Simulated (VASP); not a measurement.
# Ca3O2 (R-3m) in VASP: further runs

Runs on Ca3O2. Level: PBE. Tasks: single point.

Program: VASP 6.6.1. These are calculated values, not measurements. Logs are shortened: lines on timing, memory, paths and dates and some standing lists are left out, and cuts for length are marked.

## Step 1: The cell of the first run

It takes space group R-3m (No. 166, trigonal). Conventional cell: a = 3.491 Å, b = 3.491 Å, c = 26.443 Å, α = 90.00°, β = 90.00°, γ = 120.00°. Ca (site symmetry -3m) has 6 O at 2.45 Å within 3.2 Å. Ca (site symmetry 3m) has 3 O at 2.44 Å within 3.2 Å. O (site symmetry 3m) has 6 Ca at 2.44 to 2.45 Å within 3.2 Å.

## Step 2: Single point, PBE

The input, INCAR:

```
SYSTEM = Ca3O2
  ALGO = Normal
  EDIFF = 1E-7
  ENCUT = 520
  GGA = PE
  ISIF = 2
  ISMEAR = 0
  LASPH = .True.
  LCHARG = .False.
  LREAL = .False.
  LWAVE = .False.
  NBANDS = 29
  NELM = 60
  PREC = Accurate
  SIGMA = 0.1
```

The input, KPOINTS:

```
k-points
0
Gamma
  6 6 6
  0 0 0
```

The input, POSCAR:

```
Ca3O2
1.0
    1.7455430484      1.0077897488      8.8144030103
   -1.7455430484      1.0077897488      8.8144030103
    0.0000000000     -2.0155794977      8.8144030103
Ca O
3 2
Direct
    0.0000000000      0.0000000000      0.0000000000
    0.2286772201      0.2286772201      0.2286772201
    0.7713227799      0.7713227799      0.7713227799
    0.3858750243      0.3858750243      0.3858750243
    0.6141249757      0.6141249757      0.6141249757
```

Potentials or basis: VASP PAW PBE potentials, release 64 (Ca_sv, O).

Command:

```console
cat potpaw_PBE.64/Ca_sv/POTCAR potpaw_PBE.64/O/POTCAR > POTCAR
mpirun -np 1 vasp_std > vasp.out
```

OUTCAR:

```text
SYSTEM = Ca3O2
   EDIFF = 1E-7
   ENCUT = 520
   GGA = PE
   ISIF = 2
   ISMEAR = 0
   LASPH = .True.
   LREAL = .False.
   NELM = 60
   PREC = Accurate

 ion  position               nearest neighbor table
   1  0.000  0.000  0.000-   5 2.45   4 2.45   5 2.45   5 2.45   4 2.45   4 2.45
   2  0.229  0.229  0.229-   5 2.44   5 2.44   5 2.44
   3  0.771  0.771  0.771-   4 2.44   4 2.44   4 2.44
   4  0.386  0.386  0.386-   3 2.44   3 2.44   3 2.44   1 2.45   1 2.45   1 2.45
   5  0.614  0.614  0.614-   2 2.44   2 2.44   2 2.44   1 2.45   1 2.45   1 2.45

  LATTYP: Found a trigonal (rhomboedric) cell.
 ALAT       =     9.0419168952
 COS(alpha) =     0.9254633103

  Lattice vectors:

 A1 = (   1.7455430484,   1.0077897488,   8.8144030103)
 A2 = (  -1.7455430484,   1.0077897488,   8.8144030103)
 A3 = (   0.0000000000,  -2.0155794977,   8.8144030103)

Analysis of symmetry for initial positions (statically):
=====================================================================
 Subroutine PRICEL returns:
 Original cell was already a primitive cell.

 Routine SETGRP: Setting up the symmetry group for a
 trigonal (rhombohedral) supercell.

 Subroutine GETGRP returns: Found 12 space group operations
 (whereof 12 operations were pure point group operations)
 out of a pool of 12 trial point group operations.

The static configuration has the point symmetry D_3d.

Analysis of symmetry for dynamics (positions and initial velocities):
=====================================================================
 Subroutine PRICEL returns:
 Original cell was already a primitive cell.

 Routine SETGRP: Setting up the symmetry group for a
 trigonal (rhombohedral) supercell.

 Subroutine GETGRP returns: Found 12 space group operations
 (whereof 12 operations were pure point group operations)
 out of a pool of 12 trial point group operations.

The dynamic configuration has the point symmetry D_3d.

 Subroutine INISYM returns: Found 12 space group operations
 (whereof 12 operations are pure point group operations),
 and found     1 'primitive' translations

----------------------------------------------------------------------------------------

                                     Primitive cell

  volume of cell :      93.0346

  direct lattice vectors                    reciprocal lattice vectors
     1.745543048  1.007789749  8.814403010     0.286443809  0.165378410  0.037816893
[... 94 lines left out ...]
   EDIFFG = 0.1E-05   stopping-criterion for IOM
   NSW    =      0    number of steps for IOM
   IBRION =     -1    ionic relax: 0-MD 1-quasi-New 2-CG
   NFREE  =      0    steps in history (QN), initial steepest desc. (CG)
   ISIF   =      2    stress and relaxation
   ISYM   =      2    0-nonsym 1-usesym 2-fastsym
   POTIM  = 0.5000    time-step for ionic-motion
   TEBEG  =    0.0;   TEEND  =   0.0 temperature during run
   PSTRESS=    0.0 pullay stress
   NELECT =      42.0000    total number of electrons
   NUPDOWN=      -1.0000    fix difference up-down
   EMIN   =  10.00;   EMAX   =-10.00  energy-range for DOS
   EFERMI =   0.00;   METHOD = LEGACY
   ISMEAR =     0;   SIGMA  =   0.10  broadening in eV -4-tet -1-fermi 0-gaus
   EFERMI_NEDOS =   21; number of points for ismear=-14 and -15
   IALGO  =     38    algorithm
   IMIX   =      4    mixing-type and parameters
     AMIX     =   0.40;   BMIX     =  1.00
     AMIX_MAG =   1.60;   BMIX_MAG =  1.00
  volume/ion in A,a.u.               =      18.61       125.57
  Fermi-wavevector in a.u.,A,eV,Ry     =   1.255865  2.373241 21.459075  1.577198
  Thomas-Fermi vector in A             =   2.389601
   LORBIT       =      0    0 simple, 1 ext, 2 COOP (PROOUT), +10 PAW based schemes
   GGA     = PE    functional components
   LHFCALC =     F    Hartree Fock is set to
   AEXX    =    0.0000 exact exchange contribution
   IVDW    =     0    specifies the selected vdW correction
   LEPSILON=     F    determine dielectric tensor
   LRPA    =     F    only Hartree local field effects (RPA)
 non-spin polarized calculation
 Gauss-broadening in eV      SIGMA  =   0.10
  energy-cutoff  :      520.00
  volume of cell :       93.03
 maximum number of plane-waves:      2538
 NGX is ok and might be reduce to    70
   NGX = 33   NGY = 33   NGZ = 33

 number of electron      41.9999998 magnetization

 Free energy of the ion-electron system (eV)
  ---------------------------------------------------
  ext. energy  EPLUGINS =         0.00000000
  ---------------------------------------------------
  free energy    TOTEN  =       -26.95352642 eV

  energy without entropy =      -26.94868588  energy(sigma->0) =      -26.95110615

 E-fermi :   4.8004     XC(G=0):  -9.5473

 val. band max:        4.7759174884   @ k =  -0.3333   0.1667   0.1667
 cond. band min:       4.8197281450   @ k =  -0.3333  -0.3333   0.1667
 fundamental gap:      0.0438106565
 Fermi energy:         4.8003867371

 k-point     1 :       0.0000    0.0000    0.0000
  band No.  band energies     occupation
      1     -36.9481      2.00000
      2     -36.9348      2.00000
      3     -36.7304      2.00000
      4     -18.3809      2.00000
      5     -18.1207      2.00000
      6     -17.8321      2.00000
[... 757 lines left out ...]
     28       8.6873      0.00000
     29       8.8073      0.00000

 [... further k-points ...]

------------------------ aborting loop because EDIFF is reached ----------------------------------------

  FORCE on cell =-STRESS in cart. coord.  units (eV):
  Direction    XX          YY          ZZ          XY          YZ          ZX
  --------------------------------------------------------------------------------------
  -------------------------------------------------------------------------------------
  Total        0.0834168      0.0834168      0.2074572      0.0000000     -0.0000000      0.0000000
  in kB        1.4365456      1.4365456      3.5726831      0.0000000     -0.0000000      0.0000000
  external PRESSURE =       2.1485914 kB  Pullay stress =       0.0000000 kB

 VOLUME and BASIS-vectors are now :
 -----------------------------------------------------------------------------
  energy-cutoff  :      520.00
  volume of cell :       93.03
      direct lattice vectors                 reciprocal lattice vectors
     1.745543048  1.007789749  8.814403010     0.286443809  0.165378410  0.037816893
    -1.745543048  1.007789749  8.814403010    -0.286443809  0.165378410  0.037816893
     0.000000000 -2.015579498  8.814403010     0.000000000 -0.330756821  0.037816893

 POSITION                                       TOTAL-FORCE (eV/Angst)
 -----------------------------------------------------------------------------------
      0.00000      0.00000      0.00000         0.000000      0.000000      0.000000
      0.00000     -0.00000      6.04696         0.000000      0.000000     -0.046200
      0.00000     -0.00000     20.39625         0.000000     -0.000000      0.046200
      0.00000     -0.00000     10.20377         0.000000      0.000000     -0.016228
      0.00000     -0.00000     16.23944         0.000000     -0.000000      0.016228
 -----------------------------------------------------------------------------------
    total drift:                                0.000000     -0.000000      0.000000

  FREE ENERGIE OF THE ION-ELECTRON SYSTEM (eV)
  ---------------------------------------------------
  free  energy   TOTEN  =       -26.9535264247 eV

  energy  without entropy=      -26.9486858777  energy(sigma->0) =      -26.95110615
```

It took 15 min on 1 thread of Intel Xeon Platinum 8259CL at 2.50GHz (Skylake/Cascade Lake), shared host; peak memory 0.64 GiB.

Results:

```
Free energy            : -26.9535 eV
Pressure               : 0.2 GPa
Largest force          : 0.046 eV/Å
Band gap on the k mesh : zero (bands 21 and 22 overlap by 0.67 eV)
```

Forces on the atoms (eV/Å):
```
Ca   0.000  0.000  0.000
Ca   0.000  0.000 -0.046
Ca   0.000  0.000  0.046
O    0.000  0.000 -0.016
O    0.000  0.000  0.016
```

Stress tensor (GPa, compression positive):
```
0.14 0.00 0.00
0.00 0.14 0.00
0.00 0.00 0.36
```

Caveat: semilocal functionals underestimate gaps, and a narrow one can read as zero.

## Step 3: Single point, PBE

This run uses another cell than the first one, of 20.23 Å³/atom.

The input, INCAR:

```
SYSTEM = Ca3O2
PREC = Accurate
ENCUT = 520
EDIFF = 1E-7
ISMEAR = 0
SIGMA = 0.1
LREAL = .FALSE.
LASPH = .TRUE.
NELM = 80
ALGO = Normal
ISIF = 2
LWAVE = .FALSE.
LCHARG = .FALSE.
GGA = PE
NBANDS = 29
```

The input, KPOINTS:

```
regular mesh
0
G
  6 6 6
  0 0 0
```

The input, POSCAR:

```
Ca3O2
1.0
    1.8468564216      1.0662830521      8.5611163422
   -1.8468564216      1.0662830521      8.5611163422
    0.0000000000     -2.1325661043      8.5611163422
Ca O
3 2
Direct
    0.0000000000      0.0000000000      0.0000000000
    0.2095000000      0.2095000000      0.2095000000
    0.7905000000      0.7905000000      0.7905000000
    0.4000000000      0.4000000000      0.4000000000
    0.6000000000      0.6000000000      0.6000000000
```

Potentials or basis: VASP PAW PBE potentials, release 64 (Ca_sv, O).

Command:

```console
cat potpaw_PBE.64/Ca_sv/POTCAR potpaw_PBE.64/O/POTCAR > POTCAR
mpirun -np 1 vasp_std > vasp.out
```

Wall time 15 min (1 thread of Intel Xeon Platinum 8259CL at 2.50GHz (Skylake/Cascade Lake), shared host); peak memory 0.65 GiB.

Results (log left out):

| Item | Value |
| --- | --- |
| Free energy | -24.1528 eV |
| Pressure | -4.3 GPa |
| Largest force | 4.526 eV/Å |
| Band gap on the k mesh | zero (bands 21 and 22 overlap by 0.18 eV) |

Forces on the atoms (eV/Å):
```
Ca   0.000  0.000  0.000
Ca   0.000  0.000  4.526
Ca   0.000  0.000 -4.526
O    0.000  0.000 -0.909
O    0.000  0.000  0.909
```

Stress tensor (GPa, compression positive):
```
-6.05  0.00  0.00
 0.00 -6.05  0.00
 0.00  0.00 -0.69
```

Levels at points of the mesh, in eV from the Fermi level:
```tsv
k point	band 17	band 18	band 19	band 20	band 21	band 22	band 23	band 24	band 25	band 26
(0.00, 0.00, 0.00)	-3.09	-3.09	-2.81	-2.81	-2.28	0.61	1.55	2.31	2.33	2.33
(0.50, 0.00, 0.00)	-3.52	-3.50	-3.22	-3.04	-0.11	0.05	0.56	1.23	2.54	3.00
(0.50, 0.50, 0.00)	-3.58	-3.40	-3.20	-3.06	-0.23	0.18	0.25	1.90	2.56	2.82
(0.50, 0.50, 0.50)	-3.05	-3.05	-2.85	-2.85	-1.40	-0.23	1.54	2.17	2.17	2.23
```

Caveat: the stress differs along the axes, from -6 to -1 GPa; semilocal functionals underestimate gaps, and a narrow one can read as zero; forces of over 1 eV/Å act on the atoms, so gaps and moduli don't describe the material at rest.

The gap in the log of VASP goes by the Fermi energy; the results here count the filled bands.